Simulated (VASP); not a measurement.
Set up this calculation in VASP 6.6.1, as the native input.

```
Task                   : single point
Functional             : LDA
Potentials or basis    : VASP PAW LDA potentials, release 64 (Ag, Rh_pv)
Cutoff                 : 520 eV
k mesh                 : 11 × 11 × 12
Occupations            : fermi-dirac, width 0.05 eV
Spin                   : collinear spin, ferromagnetic start
Starting moments       : [0.0, 0.3] μB
Dipole correction      : no
Further INCAR settings : ALGO = Normal; EDIFF = 1e-06; NBANDS = 24
```

The structure of AgRh lies in POSCAR:

```
AgRh
1.0
    2.7775881998      0.0000000000      0.0000000000
   -1.3887940999      2.4054619423      0.0000000000
    0.0000000000      0.0000000000      4.8086020000
Ag Rh
1 1
Direct
    0.0000000000      0.0000000000      0.5000000000
    0.6666666667      0.3333333333      0.0000000000
```

One way to write it, as run:

INCAR

```
SYSTEM = AgRh
PREC = Accurate
ENCUT = 520
EDIFF = 1E-6
ISMEAR = -1
SIGMA = 0.05
LREAL = .FALSE.
LASPH = .TRUE.
NELM = 150
ALGO = Normal
ISIF = 2
LWAVE = .FALSE.
LCHARG = .FALSE.
ISPIN = 2
MAGMOM = 0 0.3
LORBIT = 11
LMAXMIX = 4
NBANDS = 24
```

KPOINTS

```
regular mesh
0
G
  11 11 12
  0 0 0
```

Potentials or basis: VASP PAW LDA potentials, release 64 (Ag, Rh_pv).

Command:

```sh
$ cat potpaw_LDA.64/Ag/POTCAR potpaw_LDA.64/Rh_pv/POTCAR > POTCAR
$ mpirun -np 1 vasp_std > vasp.out
```

Results of the run:

The pressure is -15.3 GPa. The net moment is 0.20 μB per cell. The site moments are Ag +0.01; Rh +0.19 μB. The valence electrons inside the program's atomic spheres are Ag 9.93; Rh 13.60.

Run time: 5.2 min on 1 thread of AMD EPYC 7R13 (shared host), peak memory 0.22 GiB.
